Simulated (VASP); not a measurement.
Runs of VASP 6.6.1 on WS2. The structure is that of space group P6_3/mmc (No. 194), or close to it. The cells are those of the table. 

| task | cell | cutoff (eV) | smearing | gap on the mesh (eV) | pressure (GPa) | largest force (eV/Å) |
| --- | --- | --- | --- | --- | --- | --- |
| relaxation of shape and atoms at fixed volume | relaxed from a = 3.063, b = 3.063, c = 11.327 Å, angles 90.0, 90.0, 120.0°, 6 atoms | 600 | gaussian 0.02 eV | 0.39 | 11.8 | - |
| relaxation of shape and atoms at fixed volume | relaxed from a = 3.107, b = 3.107, c = 11.771 Å, angles 90.0, 90.0, 120.0°, 6 atoms | 600 | gaussian 0.02 eV | 0.66 | 4.3 | 0.01 |
| single point | a = 3.217, b = 3.217, c = 12.002 Å, angles 90.0, 90.0, 120.0°, 6 atoms | 520 | gaussian 0.02 eV | 0.82 | (d) | 0.02 |
| single point | a = 3.249, b = 3.249, c = 12.027 Å, angles 90.0, 90.0, 120.0°, 6 atoms | 520 | gaussian 0.02 eV | (a) | -5.5 | - |
| single point | a = 3.173, b = 3.173, c = 12.711 Å, angles 90.0, 90.0, 120.0°, 6 atoms | 520 | gaussian 0.02 eV | 1.14 | (c) | - |
| relaxation of cell and atoms | relaxed to 40 GPa from a = 2.946, b = 2.946, c = 10.722 Å, angles 90.0, 90.0, 120.0°, 6 atoms | 600 | gaussian 0.01 eV | none | 40.0 | - |
| single point | a = 3.217, b = 3.217, c = 12.064 Å, angles 90.0, 90.0, 120.0°, 6 atoms | 520 | gaussian 0.02 eV | (b) | -3.8 | - |

Alike in all rows: level PBE+D3(BJ); potentials or basis VASP PAW PBE potentials, release 64 (W_sv, S); no spin polarisation; k mesh 12 × 12 × 4.

Question: Fill in the values left out.

Answer: (a) 0.67; (b) 0.85; (c) -2.0; (d) -3.5.

Caveats: spin-orbit coupling is left out, which moves the levels of the heavy elements; the cell is relaxed towards a set pressure, so the enthalpy falls and the energy may rise (some runs); pairwise dispersion overbinds metals, which lowers pressure and volume (some runs).

A k mesh can miss the band edges, and the runs leave out spin-orbit coupling on W.

A gap of «none» marks levels without a gap at the run's occupations.
